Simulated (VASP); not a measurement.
# TaN (P6/mmm) in VASP: further runs, part 2 of 2

VASP 6.6.1. Earlier steps stand in the parts before.

**3. Single point, PBEsol+D3(BJ)**

Input file INCAR:

```
SYSTEM = TaN
ALGO = Normal ; EDIFF = 1E-6
ENCUT = 520 ; GGA = PS
ISIF = 2 ; ISMEAR = -1
IVDW = 12 ; LASPH = .True.
LCHARG = .False. ; LREAL = .False.
LWAVE = .False. ; NBANDS = 33
NELM = 100 ; PREC = Accurate
SIGMA = 0.1
```

Input file KPOINTS:

```
k-points
0
Gamma
  5 5 7
  0 0 0
```

Input file POSCAR:

```
TaN
1.0
    5.1680607367      0.0000000000      0.0000000000
   -2.5840303684      4.4756718863      0.0000000000
    0.0000000000      0.0000000000      2.8881516887
Ta N
3 3
Direct
    0.0000000000      0.0000000000      0.0000000000
    0.3333333333      0.6666666667      0.5000000000
    0.6666666667      0.3333333333      0.5000000000
    0.5000000000      0.0000000000      0.0000000000
    0.5000000000      0.5000000000      0.0000000000
    0.0000000000      0.5000000000      0.0000000000
```

Potentials or basis: VASP PAW PBE potentials, release 64 (Ta_pv, N).

On the command line:

```
> cat potpaw_PBE.64/Ta_pv/POTCAR potpaw_PBE.64/N/POTCAR > POTCAR
> mpirun -np 1 vasp_std > vasp.out
```

OUTCAR:

```text
SYSTEM = TaN
   EDIFF = 1E-6
   ENCUT = 520
   GGA = PS
   ISIF = 2
   ISMEAR = -1
   IVDW = 12
   LASPH = .True.
   LREAL = .False.
   NELM = 100
   PREC = Accurate
 IVDW          = 12

 ion  position               nearest neighbor table
   1  0.000  0.000  0.000-   5 2.58   5 2.58   4 2.58   4 2.58   6 2.58   6 2.58   3 3.31   3 3.31
                             2 3.31   2 3.31   2 3.31   3 3.31   2 3.31   3 3.31   2 3.31   3 3.31
   2  0.333  0.667  0.500-   6 2.08   6 2.08   4 2.08   4 2.08   5 2.08   5 2.08   3 2.98   3 2.98
                             3 2.98   1 3.31   1 3.31   1 3.31   1 3.31   1 3.31   1 3.31
   3  0.667  0.333  0.500-   6 2.08   6 2.08   4 2.08   4 2.08   5 2.08   5 2.08   2 2.98   2 2.98
                             2 2.98   1 3.31   1 3.31   1 3.31   1 3.31   1 3.31   1 3.31
   4  0.500  0.000  0.000-   2 2.08   3 2.08   2 2.08   3 2.08   1 2.58   1 2.58
   5  0.500  0.500  0.000-   2 2.08   3 2.08   2 2.08   3 2.08   1 2.58   1 2.58
   6  0.000  0.500  0.000-   2 2.08   3 2.08   2 2.08   3 2.08   1 2.58   1 2.58

  LATTYP: Found a hexagonal cell.
 ALAT       =     5.1680607367
 C/A-ratio  =     0.5588463131

  Lattice vectors:

 A1 = (   5.1680607367,   0.0000000000,   0.0000000000)
 A2 = (  -2.5840303684,   4.4756718863,   0.0000000000)
 A3 = (   0.0000000000,   0.0000000000,   2.8881516887)

Analysis of symmetry for initial positions (statically):
=====================================================================
 Subroutine PRICEL returns:
 Original cell was already a primitive cell.

 Routine SETGRP: Setting up the symmetry group for a
 hexagonal supercell.

 Subroutine GETGRP returns: Found 24 space group operations
 (whereof 24 operations were pure point group operations)
 out of a pool of 24 trial point group operations.

The static configuration has the point symmetry D_6h.

Analysis of symmetry for dynamics (positions and initial velocities):
=====================================================================
 Subroutine PRICEL returns:
 Original cell was already a primitive cell.

 Routine SETGRP: Setting up the symmetry group for a
 hexagonal supercell.

[... 131 lines left out ...]
   LORBIT       =      0    0 simple, 1 ext, 2 COOP (PROOUT), +10 PAW based schemes
   GGA     = PS    functional components
   LHFCALC =     F    Hartree Fock is set to
   AEXX    =    0.0000 exact exchange contribution
   IVDW    =    12    specifies the selected vdW correction
   LEPSILON=     F    determine dielectric tensor
   LRPA    =     F    only Hartree local field effects (RPA)
 non-spin polarized calculation
  energy-cutoff  :      520.00
  volume of cell :       66.80
 maximum number of plane-waves:      1828
 NGX is ok and might be reduce to    40
   NGX = 19   NGY = 19   NGZ = 11

 number of electron      47.9999995 magnetization

 Free energy of the ion-electron system (eV)
  ---------------------------------------------------
  ext. energy  EPLUGINS =         0.00000000
  ---------------------------------------------------
  free energy    TOTEN  =       -68.71078837 eV

  energy without entropy =      -68.68001596  energy(sigma->0) =      -68.69540216

 E-fermi :   8.3644     XC(G=0): -13.2773

 val. band max:        8.2453665315   @ k =   0.0000   0.0000   0.2857
 cond. band min:       8.4763546297   @ k =   0.2000   0.0000   0.2857
 fundamental gap:      0.2309880982
 Fermi energy:         8.3644097568

 k-point     1 :       0.0000    0.0000    0.0000
  band No.  band energies     occupation
      1     -27.9249      2.00000
      2     -27.9249      2.00000
      3     -27.5131      2.00000
      4     -27.5131      2.00000
      5     -27.2740      2.00000
      6     -27.1613      2.00000
[... 709 lines left out ...]
     32      12.3505      0.00000
     33      14.1656      0.00000

------------------------ aborting loop because EDIFF is reached ----------------------------------------

 Edisp (eV)   -2.66613

 E8    (eV) :    -1.8512

  FORCE on cell =-STRESS in cart. coord.  units (eV):
  Direction    XX          YY          ZZ          XY          YZ          ZX
  --------------------------------------------------------------------------------------
  -------------------------------------------------------------------------------------
  Total       0.37446     0.37446     0.53008    -0.00000    -0.00000     0.00000
  in kB       8.98067     8.98067    12.71305    -0.00000    -0.00000     0.00000
  external pressure =       10.22 kB  Pullay stress =        0.00 kB

 VOLUME and BASIS-vectors are now :
 -----------------------------------------------------------------------------
  energy-cutoff  :      520.00
  volume of cell :       66.80
      direct lattice vectors                 reciprocal lattice vectors
     5.168060737  0.000000000  0.000000000     0.193496178  0.111715070  0.000000000
    -2.584030368  4.475671886  0.000000000     0.000000000  0.223430141  0.000000000
     0.000000000  0.000000000  2.888151689     0.000000000  0.000000000  0.346242202

 POSITION                                       TOTAL-FORCE (eV/Angst)
 -----------------------------------------------------------------------------------
      0.00000      0.00000      0.00000         0.000000     -0.000000      0.000000
     -0.00000      2.98378      1.44408        -0.000000      0.000000      0.000000
      2.58403      1.49189      1.44408         0.000000      0.000000      0.000000
      2.58403      0.00000      0.00000         0.000000     -0.000000      0.000000
      1.29202      2.23784      0.00000         0.000000     -0.000000      0.000000
     -1.29202      2.23784      0.00000         0.000000     -0.000000      0.000000
 -----------------------------------------------------------------------------------
    total drift:                               -0.000000      0.000000     -0.000000

  FREE ENERGIE OF THE ION-ELECTRON SYSTEM (eV)
  ---------------------------------------------------
  free  energy   TOTEN  =       -71.3769218498 eV

  energy  without entropy=      -71.3461494443  energy(sigma->0) =      -71.36153565
```

OSZICAR:

```text
N       E                     dE             d eps       ncg     rms          rms(c)
DAV:   1     0.443643347755E+03    0.44364E+03   -0.25981E+04  1320   0.152E+03
DAV:   2    -0.490510469937E+02   -0.49269E+03   -0.46986E+03  1537   0.449E+02
DAV:   3    -0.780091980272E+02   -0.28958E+02   -0.28332E+02  1641   0.105E+02
DAV:   4    -0.786259597832E+02   -0.61676E+00   -0.61233E+00  1668   0.149E+01
DAV:   5    -0.786397783005E+02   -0.13819E-01   -0.13801E-01  1670   0.175E+00    0.480E+01
DAV:   6    -0.692884946858E+02    0.93513E+01   -0.42953E+01  1669   0.370E+01    0.210E+01
DAV:   7    -0.689081462042E+02    0.38035E+00   -0.35814E+00  1699   0.139E+01    0.118E+01
DAV:   8    -0.687444082514E+02    0.16374E+00   -0.67084E-01  1629   0.510E+00    0.381E+00
DAV:   9    -0.687125113304E+02    0.31897E-01   -0.85552E-02  1671   0.269E+00    0.444E-01
DAV:  10    -0.687112222375E+02    0.12891E-02   -0.17505E-02  1684   0.727E-01    0.205E-01
DAV:  11    -0.687108117711E+02    0.41047E-03   -0.30992E-03  1691   0.360E-01    0.516E-02
DAV:  12    -0.687107892916E+02    0.22479E-04   -0.21021E-04  1671   0.960E-02    0.207E-02
DAV:  13    -0.687107882008E+02    0.10908E-05   -0.10033E-05  1666   0.231E-02    0.451E-03
DAV:  14    -0.687107883674E+02   -0.16659E-06   -0.88364E-07   965   0.592E-03
   1 F= -.71376922E+02 E0= -.71361536E+02  d E =-.307724E-01
```

Wall time 20 s (1 thread of Intel Xeon 6975P-C (Granite Rapids), shared host); peak memory 0.2 GiB.

Results:

```
Free energy                : -71.3769 eV
Pressure                   : 1.0 GPa
Band gap on the k mesh     : zero (bands 24 and 25 overlap by 2.10 eV)
Dispersion energy per atom : -0.444 eV
```

Stress tensor (GPa, compression positive):
```
0.90 0.00 0.00
0.00 0.90 0.00
0.00 0.00 1.27
```

Levels at points of the mesh, in eV from the Fermi level:
| k point | band 22 | band 23 | band 24 | band 25 | band 26 | band 27 |
| --- | --- | --- | --- | --- | --- | --- |
| (0.00, 0.00, 0.00) | -2.72 | -2.30 | -1.47 | -1.47 | 0.68 | 0.68 |

Caveat: the PAW data sets were made with another functional, which shifts forces and pressure a little; spin-orbit coupling is left out, which moves the levels of the heavy elements.

**4. Single point, r2SCAN**

This run uses another cell than the first one, of 11.52 Å³/atom.

Edit POSCAR of step 3 so:

```diff
@@ -2,5 +2,5 @@
 1.0
-    5.1680607367      0.0000000000      0.0000000000
-   -2.5840303684      4.4756718863      0.0000000000
-    0.0000000000      0.0000000000      2.8881516887
+    5.2469989884      0.0000000000      0.0000000000
+   -2.6234994942      4.5440344175      0.0000000000
+    0.0000000000      0.0000000000      2.8992637015
 Ta N
```

Input file INCAR.step1:

```
PREC = Accurate
ENCUT = 520
ISMEAR = -1
SIGMA = 0.1
LREAL = F
LASPH = T
NELM = 60
NBANDS = 33
GGA = PE
ALGO = Normal
EDIFF = 1E-4
LWAVE = T
LCHARG = F
```

Input file INCAR.step2:

```
PREC = Accurate
ENCUT = 520
EDIFF = 1E-7
ISMEAR = -1
SIGMA = 0.1
LREAL = F
LASPH = T
NELM = 60
ALGO = Normal
ISIF = 2
LWAVE = F
LCHARG = F
METAGGA = R2SCAN
LMIXTAU = T
NBANDS = 33
ISTART = 1
```

Input file KPOINTS:

```
regular mesh
0
Gamma
  5 5 7
```

Potentials or basis: VASP PAW PBE potentials, release 64 (Ta_pv, N).

On the command line:

```
> cat potpaw_PBE.64/Ta_pv/POTCAR potpaw_PBE.64/N/POTCAR > POTCAR
> cp INCAR.step1 INCAR
> mpirun -np 1 vasp_std > vasp.out
> cp INCAR.step2 INCAR
> mpirun -np 1 vasp_std > vasp.out
```

OUTCAR:

```text
PREC = Accurate
   ENCUT = 520
   EDIFF = 1E-7
   ISMEAR = -1
   LREAL = F
   LASPH = T
   NELM = 60
   ISIF = 2
   METAGGA = R2SCAN
   ISTART = 1

 ion  position               nearest neighbor table
   1  0.000  0.000  0.000-   5 2.62   6 2.62   6 2.62   5 2.62   4 2.62   4 2.62   3 3.36   3 3.36
                             2 3.36   2 3.36   2 3.36   3 3.36   2 3.36   3 3.36   2 3.36   3 3.36
   2  0.333  0.667  0.500-   4 2.10   4 2.10   6 2.10   6 2.10   5 2.10   5 2.10   3 3.03   3 3.03
                             3 3.03   1 3.36   1 3.36   1 3.36   1 3.36   1 3.36   1 3.36
   3  0.667  0.333  0.500-   4 2.10   4 2.10   6 2.10   6 2.10   5 2.10   5 2.10   2 3.03   2 3.03
                             2 3.03   1 3.36   1 3.36   1 3.36   1 3.36   1 3.36   1 3.36
   4  0.500  0.000  0.000-   2 2.10   3 2.10   2 2.10   3 2.10   1 2.62   1 2.62
   5  0.500  0.500  0.000-   2 2.10   3 2.10   2 2.10   3 2.10   1 2.62   1 2.62
   6  0.000  0.500  0.000-   2 2.10   3 2.10   2 2.10   3 2.10   1 2.62   1 2.62

  LATTYP: Found a hexagonal cell.
 ALAT       =     5.2469989884
 C/A-ratio  =     0.5525565581

  Lattice vectors:

 A1 = (   5.2469989884,   0.0000000000,   0.0000000000)
 A2 = (  -2.6234994942,   4.5440344175,   0.0000000000)
 A3 = (   0.0000000000,   0.0000000000,   2.8992637015)

Analysis of symmetry for initial positions (statically):
=====================================================================
 Subroutine PRICEL returns:
 Original cell was already a primitive cell.

 Routine SETGRP: Setting up the symmetry group for a
 hexagonal supercell.

 Subroutine GETGRP returns: Found 24 space group operations
 (whereof 24 operations were pure point group operations)
 out of a pool of 24 trial point group operations.

The static configuration has the point symmetry D_6h.

Analysis of symmetry for dynamics (positions and initial velocities):
=====================================================================
[... 134 lines left out ...]
  volume/ion in A,a.u.               =      11.52        77.75
  Fermi-wavevector in a.u.,A,eV,Ry     =   1.449690  2.739517 28.594018  2.101601
  Thomas-Fermi vector in A             =   2.567388
   LORBIT       =      0    0 simple, 1 ext, 2 COOP (PROOUT), +10 PAW based schemes
   METAGGA = R2SCAN    functional components
   LHFCALC =     F    Hartree Fock is set to
   AEXX    =    0.0000 exact exchange contribution
   IVDW    =     0    specifies the selected vdW correction
   LEPSILON=     F    determine dielectric tensor
   LRPA    =     F    only Hartree local field effects (RPA)
 non-spin polarized calculation
  energy-cutoff  :      520.00
  volume of cell :       69.13
 maximum number of plane-waves:      1895
 NGX is ok and might be reduce to    40
   NGX = 19   NGY = 19   NGZ = 11

 number of electron      48.0000000 magnetization

 Free energy of the ion-electron system (eV)
  ---------------------------------------------------
  ext. energy  EPLUGINS =         0.00000000
  ---------------------------------------------------
  free energy    TOTEN  =      -178.44845232 eV

  energy without entropy =     -178.41765492  energy(sigma->0) =     -178.43305362

 E-fermi :   8.2022     XC(G=0): -13.9285

 val. band max:        8.1629998758   @ k =   0.0000   0.0000   0.2857
 cond. band min:       8.2806536790   @ k =   0.2000   0.0000   0.4286
 fundamental gap:      0.1176538031
 Fermi energy:         8.2021510137

 k-point     1 :       0.0000    0.0000    0.0000
  band No.  band energies     occupation
      1     -29.6043      2.00000
      2     -29.6043      2.00000
      3     -29.2165      2.00000
      4     -29.2165      2.00000
      5     -28.9678      2.00000
      6     -28.8414      2.00000
[... 709 lines left out ...]
     32      12.1541      0.00000
     33      13.9453      0.00000

------------------------ aborting loop because EDIFF is reached ----------------------------------------

  FORCE on cell =-STRESS in cart. coord.  units (eV):
  Direction    XX          YY          ZZ          XY          YZ          ZX
  --------------------------------------------------------------------------------------
  -------------------------------------------------------------------------------------
  Total        0.6612960      0.6612960      0.7970532      0.0000000     -0.0000000      0.0000000
  in kB       15.3273186     15.3273186     18.4738582      0.0000000     -0.0000000      0.0000000
  external PRESSURE =      16.3761651 kB  Pullay stress =       0.0000000 kB

 VOLUME and BASIS-vectors are now :
 -----------------------------------------------------------------------------
  energy-cutoff  :      520.00
  volume of cell :       69.13
      direct lattice vectors                 reciprocal lattice vectors
     5.246998988  0.000000000  0.000000000     0.190585133  0.110034378  0.000000000
    -2.623499494  4.544034417  0.000000000     0.000000000  0.220068756  0.000000000
     0.000000000  0.000000000  2.899263701     0.000000000  0.000000000  0.344915159

 POSITION                                       TOTAL-FORCE (eV/Angst)
 -----------------------------------------------------------------------------------
      0.00000      0.00000      0.00000         0.000000      0.000000      0.000000
     -0.00000      3.02936      1.44963        -0.000000     -0.000000      0.000000
      2.62350      1.51468      1.44963         0.000000      0.000000      0.000000
      2.62350      0.00000      0.00000         0.000000      0.000000      0.000000
      1.31175      2.27202      0.00000         0.000000      0.000000      0.000000
     -1.31175      2.27202      0.00000         0.000000      0.000000      0.000000
 -----------------------------------------------------------------------------------
    total drift:                               -0.000000      0.000000     -0.000000

  FREE ENERGIE OF THE ION-ELECTRON SYSTEM (eV)
  ---------------------------------------------------
  free  energy   TOTEN  =      -178.4484523196 eV

  energy  without entropy=     -178.4176549189  energy(sigma->0) =     -178.43305362
```

OUTCAR.step1:

```text
PREC = Accurate
   ENCUT = 520
   ISMEAR = -1
   LREAL = F
   LASPH = T
[... 952 lines left out ...]
      2.62350      1.51468      1.44963        -0.000000      0.000000      0.000000
      2.62350      0.00000      0.00000        -0.000000      0.000000      0.000000
      1.31175      2.27202      0.00000         0.000000      0.000000      0.000000
     -1.31175      2.27202      0.00000        -0.000000      0.000000      0.000000
 -----------------------------------------------------------------------------------
    total drift:                               -0.000000      0.000000     -0.000000

  FREE ENERGIE OF THE ION-ELECTRON SYSTEM (eV)
  ---------------------------------------------------
  free  energy   TOTEN  =       -64.8191303529 eV

  energy  without entropy=      -64.7884858319  energy(sigma->0) =      -64.80380809
```

It took 79 s on 1 thread of Intel Xeon 6975P-C (Granite Rapids), shared host; peak memory 0.21 GiB.

What came out:

```yaml
Free_energy: -178.4485 eV
Pressure: 1.6 GPa
Band_gap_on_the_k_mesh: zero (bands 24 and 25 overlap by 2.06 eV)
```

Caveat: the PAW data sets were made with another functional, which shifts forces and pressure a little; spin-orbit coupling is left out, which moves the levels of the heavy elements.

**5. The runs side by side**

```tsv
level	potentials or basis	cell	gap on the mesh (eV)	pressure (GPa)
LDA	VASP PAW LDA potentials, release 64 (Ta_pv, N)	a = 5.179, b = 5.179, c = 2.880 Å, angles 90.0, 90.0, 120.0°, 6 atoms	none	1.8
PBEsol+D3(BJ)	VASP PAW PBE potentials, release 64 (Ta_pv, N)	a = 5.168, b = 5.168, c = 2.888 Å, angles 90.0, 90.0, 120.0°, 6 atoms	none	1.0
r2SCAN	VASP PAW PBE potentials, release 64 (Ta_pv, N)	a = 5.247, b = 5.247, c = 2.899 Å, angles 90.0, 90.0, 120.0°, 6 atoms	none	1.6
```

Alike in all rows: task single point; no spin polarisation; k mesh 5 × 5 × 7; cutoff (eV) 520; smearing fermi-dirac 0.1 eV.

Caveats: spin-orbit coupling is left out, which moves the levels of the heavy elements; the PAW data sets were made with another functional, which shifts forces and pressure a little (at least some runs).

Absolute energies hang on the potentials; compare differences alone.
